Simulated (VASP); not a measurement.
# Ti (P-1) in VASP: further runs, part 2 of 2

VASP 6.6.1. Earlier steps stand in the parts before.

## Step 3: Single point, PBEsol+D4

This run uses another cell than the first one, of 17.94 Å³/atom, 1.005 times its volume.

Input file INCAR:

```
SYSTEM = Ti
  ALGO = Normal
  EDIFF = 1E-6
  ENCUT = 520
  GGA = PS
  ISIF = 2
  ISMEAR = -1
  IVDW = 13
  LASPH = .True.
  LCHARG = .False.
  LREAL = .False.
  LWAVE = .False.
  NBANDS = 12
  NELM = 60
  PREC = Accurate
  SIGMA = 0.1
```

Input file KPOINTS:

```
k-points
0
Gamma
  8 8 8
  0 0 0
```

Input file POSCAR:

```
Ti
1.0
   -1.6200310865      1.6527053628      1.6712962447
    1.6292063278     -1.6309392063      1.6587053295
    1.6363782413      1.6472763445     -1.6495300882
Ti
1
Direct
    0.0000000000      0.0000000000      0.0000000000
```

Potentials or basis: VASP PAW PBE potentials, release 64 (Ti_sv).

Started as:

```bash
$ cat potpaw_PBE.64/Ti_sv/POTCAR > POTCAR
$ mpirun -np 1 vasp_std > vasp.out
```

OUTCAR:

```text
SYSTEM = Ti
   EDIFF = 1E-6
   ENCUT = 520
   GGA = PS
   ISIF = 2
   ISMEAR = -1
   IVDW = 13
   LASPH = .True.
   LREAL = .False.
   NELM = 60
   PREC = Accurate

 ion  position               nearest neighbor table
   1  0.000  0.000  0.000-

  LATTYP: Found a triclinic cell.
 ALAT       =     2.8481928684
 B/A-ratio  =     1.6381733583
 C/A-ratio  =     0.9971222073
 COS(alpha) =     0.0007884591
 COS(beta)  =     0.3408014270
 COS(gamma) =     0.8113611944

  Lattice vectors:

 A1 = (  -1.6363782413,  -1.6472763445,   1.6495300882)
 A2 = (  -3.2819317239,  -3.3163188455,  -0.0309413978)
 A3 = (   1.6292063278,  -1.6309392063,   1.6587053295)

Analysis of symmetry for initial positions (statically):
=====================================================================
 Subroutine PRICEL returns:
 Original cell was already a primitive cell.

 Routine SETGRP: Setting up the symmetry group for a
 triclinic supercell.

 Subroutine GETGRP returns: Found  2 space group operations
 (whereof  2 operations were pure point group operations)
 out of a pool of  2 trial point group operations.

The static configuration has the point symmetry S_2 .

Analysis of symmetry for dynamics (positions and initial velocities):
=====================================================================
 Subroutine PRICEL returns:
 Original cell was already a primitive cell.

 Routine SETGRP: Setting up the symmetry group for a
 triclinic supercell.

 Subroutine GETGRP returns: Found  2 space group operations
 (whereof  2 operations were pure point group operations)
 out of a pool of  2 trial point group operations.

The dynamic configuration has the point symmetry S_2 .

 Subroutine INISYM returns: Found  2 space group operations
 (whereof  2 operations are pure point group operations),
 and found     1 'primitive' translations

----------------------------------------------------------------------------------------

                                     Primitive cell

  volume of cell :      17.9413

  direct lattice vectors                    reciprocal lattice vectors
    -1.620031087  1.652705363  1.671296245    -0.002344464  0.301075802  0.298338672
     1.629206328 -1.630939206  1.658705330     0.305399891 -0.003488195  0.299481482
     1.636378241  1.647276345 -1.649530088     0.304723228  0.301541010 -0.002810599

  length of vectors
     2.854674566  2.839996360  2.848192868     0.423860942  0.427750417  0.428708673

  position of ions in fractional coordinates (direct lattice)
     0.000000000  0.000000000  0.000000000

  ion indices of the primitive-cell ions
   primitive index   ion index
                 1           1

----------------------------------------------------------------------------------------

 KPOINTS: k-points

Automatic generation of k-mesh.
 Grid dimensions read from file:
 generate k-points for:    8    8    8

 Generating k-lattice:

  Cartesian coordinates                     Fractional coordinates (reciprocal lattice)
    -0.000293058  0.037634475  0.037292334     0.125000000  0.000000000 -0.000000000
     0.038174986 -0.000436024  0.037435185     0.000000000  0.125000000  0.000000000
     0.038090403  0.037692626 -0.000351325    -0.000000000  0.000000000  0.125000000

  Length of vectors
     0.052982618  0.053468802  0.053588584

  Shift w.r.t. Gamma in fractional coordinates (k-lattice)
     0.000000000  0.000000000  0.000000000

 Subroutine IBZKPT returns following result:
 ===========================================

 Found    260 irreducible k-points:

 Following reciprocal coordinates:
            Coordinates               Weight
  0.000000  0.000000  0.000000      1.000000
  0.125000  0.000000  0.000000      2.000000
  0.250000  0.000000  0.000000      2.000000
  0.375000 -0.000000  0.000000      2.000000
  0.500000  0.000000  0.000000      1.000000
  0.000000  0.125000 -0.000000      2.000000
[... 16 lines left out ...]
  0.125000  0.375000 -0.000000      2.000000
  0.250000  0.375000 -0.000000      2.000000
 [... further k-points ...]
   k-points           NKPTS =    260   k-points in BZ     NKDIM =    260   number of bands    NBANDS=     12
   number of dos      NEDOS =    301   number of ions     NIONS =      1
   total plane-waves  NPLWV =  13824
   dimension x,y,z NGX =    24 NGY =   24 NGZ =   24
   dimension x,y,z NGXF=    48 NGYF=   48 NGZF=   48
   ions per type =               1
   NGX,Y,Z   is equivalent  to a cutoff of  13.98, 14.05, 14.01 a.u.
   NGXF,Y,Z  is equivalent  to a cutoff of  27.95, 28.10, 28.02 a.u.
 SYSTEM =  Ti
   PREC   = accura    normal or accurate (medium, high low for compatibility)
   ISTART =      0    job   : 0-new  1-cont  2-samecut
   ICHARG =      2    charge: 1-file 2-atom 10-const
   ISPIN  =      1    spin polarized calculation?
   LNONCOLLINEAR =      F non collinear calculations
   LSORBIT =      F    spin-orbit coupling
   LASPH  =      T    aspherical Exc in radial PAW
   ENCUT  =  520.0 eV  38.22 Ry    6.18 a.u.   5.31  5.28  5.30*2*pi/ulx,y,z
   NELM   =     60;   NELMIN=  2; NELMDL= -5     # of ELM steps
   EDIFF  = 0.1E-05   stopping-criterion for ELM
   LREAL  =      F    real-space projection
   EDIFFG = 0.1E-04   stopping-criterion for IOM
   NSW    =      0    number of steps for IOM
   IBRION =     -1    ionic relax: 0-MD 1-quasi-New 2-CG
   NFREE  =      0    steps in history (QN), initial steepest desc. (CG)
   ISIF   =      2    stress and relaxation
   ISYM   =      2    0-nonsym 1-usesym 2-fastsym
   POTIM  = 0.5000    time-step for ionic-motion
   TEBEG  =    0.0;   TEEND  =   0.0 temperature during run
   PSTRESS=    0.0 pullay stress
   NELECT =      12.0000    total number of electrons
   NUPDOWN=      -1.0000    fix difference up-down
   EMIN   =  10.00;   EMAX   =-10.00  energy-range for DOS
   EFERMI =   0.00;   METHOD = LEGACY
   ISMEAR =    -1;   SIGMA  =   0.10  broadening in eV -4-tet -1-fermi 0-gaus
   EFERMI_NEDOS =   21; number of points for ismear=-14 and -15
   IALGO  =     38    algorithm
   IMIX   =      4    mixing-type and parameters
     AMIX     =   0.40;   BMIX     =  1.00
     AMIX_MAG =   1.60;   BMIX_MAG =  1.00
  volume/ion in A,a.u.               =      17.94       121.07
  Fermi-wavevector in a.u.,A,eV,Ry     =   1.431695  2.705511 27.888553  2.049751
  Thomas-Fermi vector in A             =   2.551404
   LORBIT       =      0    0 simple, 1 ext, 2 COOP (PROOUT), +10 PAW based schemes
   GGA     = PS    functional components
   LHFCALC =     F    Hartree Fock is set to
   AEXX    =    0.0000 exact exchange contribution
   IVDW    =    13    specifies the selected vdW correction
   LEPSILON=     F    determine dielectric tensor
   LRPA    =     F    only Hartree local field effects (RPA)
 non-spin polarized calculation
  energy-cutoff  :      520.00
  volume of cell :       17.94
 maximum number of plane-waves:       492
 NGX is ok and might be reduce to    24
   NGX = 11   NGY = 11   NGZ = 11

 number of electron      12.0000002 magnetization

 Free energy of the ion-electron system (eV)
  ---------------------------------------------------
  ext. energy  EPLUGINS =         0.00000000
  ---------------------------------------------------
  free energy    TOTEN  =        -8.23721838 eV

  energy without entropy =       -8.15815447  energy(sigma->0) =       -8.19768643

 E-fermi :   7.6334     XC(G=0): -11.4767

 val. band max:        7.6236639821   @ k =   0.2500   0.2500   0.5000
 cond. band min:       7.6336007745   @ k =   0.2500   0.5000   0.2500
 fundamental gap:      0.0099367925
 Fermi energy:         7.6334320954

 k-point     1 :       0.0000    0.0000    0.0000
  band No.  band energies     occupation
      1     -48.7271      2.00000
      2     -24.7265      2.00000
      3     -24.7108      2.00000
      4     -24.7033      2.00000
      5       1.7448      2.00000
      6       8.4926      0.00037
      7       8.5619      0.00019
      8       8.7033      0.00005
      9      10.2232      0.00000
     10      10.3565      0.00000
     11      24.5777      0.00000
     12      24.8111      0.00000
[... 331 lines left out ...]
 k-point    24 :       0.2500    0.3750   -0.0000
  band No.  band energies     occupation
      1     -48.5987      2.00000
      2     -25.2111      2.00000
      3     -25.0448      2.00000
      4     -24.7797      2.00000
      5       6.3283      2.00000
      6       7.1498      1.98426
      7       7.4249      1.77902
      8      10.3108      0.00000
      9      10.6947      0.00000
     10      13.9331      0.00000
     11      15.8444      0.00000
     12      17.4829      0.00000

 [... further k-points ...]

------------------------ aborting loop because EDIFF is reached ----------------------------------------

  DFT-D4 for vdW energy calculation

  Edisp (eV):   -0.11388

  FORCE on cell =-STRESS in cart. coord.  units (eV):
  Direction    XX          YY          ZZ          XY          YZ          ZX
  --------------------------------------------------------------------------------------
  -------------------------------------------------------------------------------------
  Total      -1.02245    -0.99484    -0.96887    -0.04812    -0.06143    -0.02839
  in kB     -91.30602   -88.84026   -86.52143    -4.29714    -5.48565    -2.53504
  external pressure =      -88.89 kB  Pullay stress =        0.00 kB

 VOLUME and BASIS-vectors are now :
 -----------------------------------------------------------------------------
  energy-cutoff  :      520.00
  volume of cell :       17.94
      direct lattice vectors                 reciprocal lattice vectors
    -1.620031087  1.652705363  1.671296245    -0.002344464  0.301075802  0.298338672
     1.629206328 -1.630939206  1.658705330     0.305399891 -0.003488195  0.299481482
     1.636378241  1.647276345 -1.649530088     0.304723228  0.301541010 -0.002810599

 POSITION                                       TOTAL-FORCE (eV/Angst)
 -----------------------------------------------------------------------------------
      0.00000      0.00000      0.00000        -0.000000      0.000000      0.000000
 -----------------------------------------------------------------------------------
    total drift:                                0.000000      0.000000     -0.000000

  FREE ENERGIE OF THE ION-ELECTRON SYSTEM (eV)
  ---------------------------------------------------
  free  energy   TOTEN  =        -8.3510966700 eV

  energy  without entropy=       -8.2720327616  energy(sigma->0) =       -8.31156472
```

OSZICAR:

```text
N       E                     dE             d eps       ncg     rms          rms(c)
DAV:   1     0.854798227647E+02    0.85480E+02   -0.64929E+03  6244   0.119E+03
DAV:   2    -0.504032255276E+01   -0.90520E+02   -0.88171E+02  6408   0.295E+02
DAV:   3    -0.937773492162E+01   -0.43374E+01   -0.42849E+01  8672   0.652E+01
DAV:   4    -0.947318042509E+01   -0.95446E-01   -0.95302E-01  6996   0.853E+00
DAV:   5    -0.947585557392E+01   -0.26751E-02   -0.26751E-02  7304   0.123E+00    0.842E+00
DAV:   6    -0.823486307384E+01    0.12410E+01   -0.29431E+00  6796   0.240E+01    0.197E+00
DAV:   7    -0.822971133385E+01    0.51517E-02   -0.71701E-02  7404   0.268E+00    0.122E+00
DAV:   8    -0.823679797905E+01   -0.70866E-02   -0.34679E-02  6548   0.220E+00    0.102E-01
DAV:   9    -0.823717860756E+01   -0.38063E-03   -0.19219E-03  7588   0.436E-01    0.695E-02
DAV:  10    -0.823723289581E+01   -0.54288E-04   -0.24386E-04  6396   0.162E-01    0.132E-02
DAV:  11    -0.823721856831E+01    0.14328E-04   -0.26706E-05  7380   0.758E-02    0.105E-02
DAV:  12    -0.823721838154E+01    0.18677E-06   -0.14793E-06  6060   0.152E-02
   1 F= -.83510967E+01 E0= -.83115647E+01  d E =-.790639E-01
```

It took 28 s on 1 thread of Intel Xeon Platinum 8375C at 2.90GHz (Ice Lake), shared host; peak memory 0.18 GiB.

Results:

```yaml
Free_energy: -8.3511 eV
Pressure: -8.9 GPa
Band_gap_on_the_k_mesh: zero (band 6 reaches 8.49 eV, above the bottom of band 7 at 7.08 eV)
Dispersion_energy_per_atom: -0.114 eV
```

Stress tensor (GPa, compression positive):
```
-9.13 -0.43 -0.25
-0.43 -8.88 -0.55
-0.25 -0.55 -8.65
```

Levels at points of the mesh, in eV from the Fermi level:
| k point | band 2 | band 3 | band 4 | band 5 | band 6 | band 7 | band 8 | band 9 | band 10 | band 11 |
| --- | --- | --- | --- | --- | --- | --- | --- | --- | --- | --- |
| (0.00, 0.00, 0.00) | -32.36 | -32.34 | -32.34 | -5.89 | 0.86 | 0.93 | 1.07 | 2.59 | 2.72 | 16.94 |
| (0.50, 0.00, 0.00) | -32.96 | -32.53 | -32.34 | -2.40 | -0.31 | 0.90 | 2.59 | 2.99 | 4.07 | 8.25 |
| (0.00, 0.50, 0.00) | -32.96 | -32.54 | -32.35 | -2.39 | -0.39 | 1.02 | 2.64 | 3.01 | 4.10 | 8.39 |
| (0.50, 0.50, 0.00) | -32.97 | -32.55 | -32.36 | -2.38 | -0.44 | 1.18 | 2.68 | 2.98 | 4.15 | 8.57 |
| (0.00, 0.00, 0.50) | -32.96 | -32.54 | -32.35 | -2.39 | -0.47 | 1.05 | 2.73 | 3.04 | 4.10 | 8.41 |
| (0.50, 0.00, 0.50) | -32.96 | -32.55 | -32.35 | -2.38 | -0.37 | 1.09 | 2.61 | 2.97 | 4.13 | 8.47 |
| (0.00, 0.50, 0.50) | -32.97 | -32.55 | -32.35 | -2.38 | -0.27 | 1.08 | 2.52 | 2.90 | 4.14 | 8.45 |
| (0.50, 0.50, 0.50) | -32.79 | -32.77 | -32.75 | -2.02 | -1.98 | 3.69 | 3.81 | 3.84 | 7.83 | 8.08 |

Caveat: the PAW data sets were made with another functional, which shifts forces and pressure a little; pairwise dispersion overbinds metals, which lowers pressure and volume.

## Step 4: Single point, PBEsol+D4

This run uses another cell than the first one, of 17.76 Å³/atom, 0.995 times its volume.

Input file INCAR:

```
ALGO = Normal ; EDIFF = 1E-6
ENCUT = 520 ; GGA = PS
ISIF = 2 ; ISMEAR = -1
IVDW = 13 ; LASPH = T
LCHARG = T ; LELF = T
LREAL = F ; LVHAR = T
LWAVE = F ; NBANDS = 12
NELM = 80 ; PREC = Accurate
SIGMA = 0.1
```

Input file KPOINTS:

```
k-points
0
Gamma
  8 8 8
```

Input file POSCAR:

```
Ti
1.0
   -1.6146399282      1.6472054707      1.6657344856
    1.6237846360     -1.6255117479      1.6531854707
    1.6309326827      1.6417945191     -1.6440407628
Ti
1
Direct
    0.0000000000      0.0000000000      0.0000000000
```

Potentials or basis: VASP PAW PBE potentials, release 64 (Ti_sv).

Started as:

```bash
$ cat potpaw_PBE.64/Ti_sv/POTCAR > POTCAR
$ mpirun -np 1 vasp_std > vasp.out
```

OUTCAR:

```text
EDIFF = 1E-6
   ENCUT = 520
   GGA = PS
   ISIF = 2
   ISMEAR = -1
   IVDW = 13
   LASPH = T
   LREAL = F
   NELM = 80
   PREC = Accurate

 ion  position               nearest neighbor table
   1  0.000  0.000  0.000-

  LATTYP: Found a triclinic cell.
 ALAT       =     2.8387146190
 B/A-ratio  =     1.6381733583
 C/A-ratio  =     0.9971222073
 COS(alpha) =     0.0007884591
 COS(beta)  =     0.3408014270
 COS(gamma) =     0.8113611944

[... 542 lines left out ...]
     11      16.0443      0.00000
     12      17.6842      0.00000

 [... further k-points ...]

------------------------ aborting loop because EDIFF is reached ----------------------------------------

  DFT-D4 for vdW energy calculation

  Edisp (eV):   -0.11498

  FORCE on cell =-STRESS in cart. coord.  units (eV):
  Direction    XX          YY          ZZ          XY          YZ          ZX
  --------------------------------------------------------------------------------------
  -------------------------------------------------------------------------------------
  Total      -0.91885    -0.89246    -0.86694    -0.04841    -0.06268    -0.02875
  in kB     -82.87869   -80.49902   -78.19648    -4.36615    -5.65380    -2.59300
  external pressure =      -80.52 kB  Pullay stress =        0.00 kB

 VOLUME and BASIS-vectors are now :
 -----------------------------------------------------------------------------
  energy-cutoff  :      520.00
  volume of cell :       17.76
      direct lattice vectors                 reciprocal lattice vectors
    -1.614639928  1.647205471  1.665734486    -0.002352292  0.302081071  0.299334802
     1.623784636 -1.625511748  1.653185471     0.306419598 -0.003499842  0.300481428
     1.630932683  1.641794519 -1.644040763     0.305740675  0.302547833 -0.002819983

 POSITION                                       TOTAL-FORCE (eV/Angst)
 -----------------------------------------------------------------------------------
      0.00000      0.00000      0.00000         0.000000     -0.000000      0.000000
 -----------------------------------------------------------------------------------
    total drift:                               -0.000000      0.000000      0.000000

  FREE ENERGIE OF THE ION-ELECTRON SYSTEM (eV)
  ---------------------------------------------------
  free  energy   TOTEN  =        -8.3604751708 eV

  energy  without entropy=       -8.2825354886  energy(sigma->0) =       -8.32150533
```

Run time: 29 s. Hardware: 1 thread of Intel Xeon Platinum 8375C at 2.90GHz (Ice Lake), shared host; peak memory 0.18 GiB.

What came out:

```yaml
Free_energy: -8.3605 eV
Pressure: -8.1 GPa
Band_gap_on_the_k_mesh: zero (band 6 reaches 8.60 eV, above the bottom of band 7 at 7.18 eV)
Dispersion_energy_per_atom: -0.115 eV
```

Stress tensor (GPa, compression positive):
```
-8.29 -0.44 -0.26
-0.44 -8.05 -0.57
-0.26 -0.57 -7.82
```

Levels at points of the mesh, in eV from the Fermi level:
| k point | band 4 | band 5 | band 6 | band 7 | band 8 | band 9 |
| --- | --- | --- | --- | --- | --- | --- |
| (0.00, 0.00, 0.00) | -32.31 | -5.91 | 0.87 | 0.94 | 1.08 | 2.62 |
| (0.50, 0.00, 0.00) | -32.31 | -2.42 | -0.32 | 0.92 | 2.62 | 3.02 |
| (0.00, 0.50, 0.00) | -32.32 | -2.41 | -0.40 | 1.05 | 2.67 | 3.05 |
| (0.50, 0.50, 0.00) | -32.33 | -2.40 | -0.45 | 1.21 | 2.71 | 3.02 |
| (0.00, 0.00, 0.50) | -32.32 | -2.42 | -0.48 | 1.07 | 2.76 | 3.08 |
| (0.50, 0.00, 0.50) | -32.32 | -2.41 | -0.38 | 1.12 | 2.64 | 3.01 |
| (0.00, 0.50, 0.50) | -32.32 | -2.40 | -0.28 | 1.11 | 2.55 | 2.93 |
| (0.50, 0.50, 0.50) | -32.73 | -2.05 | -2.01 | 3.74 | 3.86 | 3.89 |

Caveat: the PAW data sets were made with another functional, which shifts forces and pressure a little; pairwise dispersion overbinds metals, which lowers pressure and volume.

## Step 5: The runs side by side

```tsv
cell	gap on the mesh (eV)	pressure (GPa)
a = 2.850, b = 2.835, c = 2.843 Å, angles 109.9, 109.3, 108.4°, 1 atom	none	-8.5
a = 2.855, b = 2.840, c = 2.848 Å, angles 109.9, 109.3, 108.4°, 1 atom	none	-8.9
a = 2.845, b = 2.831, c = 2.839 Å, angles 109.9, 109.3, 108.4°, 1 atom	none	-8.1
```

Alike in all rows: task single point; level PBEsol+D4; potentials or basis VASP PAW PBE potentials, release 64 (Ti_sv); no spin polarisation; k mesh 8 × 8 × 8; cutoff (eV) 520; smearing fermi-dirac 0.1 eV.

Caveats: the PAW data sets were made with another functional, which shifts forces and pressure a little; pairwise dispersion overbinds metals, which lowers pressure and volume.

Total energies depend on the potentials used, so only differences within one code and one set of settings carry meaning.
